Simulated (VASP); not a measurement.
A run of VASP 6.6.1 is set up as follows.

Contents of INCAR:

```
SYSTEM = Ga
  PREC = Accurate
  ENCUT = 520
  EDIFF = 1E-8
  ISMEAR = -1
  SIGMA = 0.03
  LREAL = .FALSE.
  LASPH = .TRUE.
  NELM = 100
  ALGO = Normal
  ISIF = 2
  LWAVE = .FALSE.
  LCHARG = .FALSE.
  GGA = PE
  LEFG = .TRUE.
  NBANDS = 34
```

File KPOINTS:

```
regular mesh
0
G
  11 11 9
  0 0 0
```

POSCAR

```
Ga
1.0
    2.2553500000     -3.8224000000      0.0000000000
    2.2553500000      3.8224000000      0.0000000000
    0.0000000000      0.0000000000      4.5167000000
Ga
4
Direct
    0.1525000000      0.8475000000      0.0785000000
    0.6525000000      0.3475000000      0.4215000000
    0.8475000000      0.1525000000      0.9215000000
    0.3475000000      0.6525000000      0.5785000000
```

Potentials or basis: VASP PAW PBE potentials, release 64 (Ga_d).

The run is started by

```console
$ cat potpaw_PBE.64/Ga_d/POTCAR > POTCAR
$ mpirun -np 1 vasp_std > vasp.out
```

(1) Predict the pressure.

(2) Predict the largest force.

(3) Predict the band gap on the k mesh.

## Answers

(1) 2.4 GPa.

(2) 0.464 eV/Å.

(3) zero (band 26 reaches 5.50 eV, above the bottom of band 27 at 4.34 eV).

Caveat: without QUAD_EFG the Cq values of the log hold for a quadrupole moment of 1 mb, not for the nuclei.
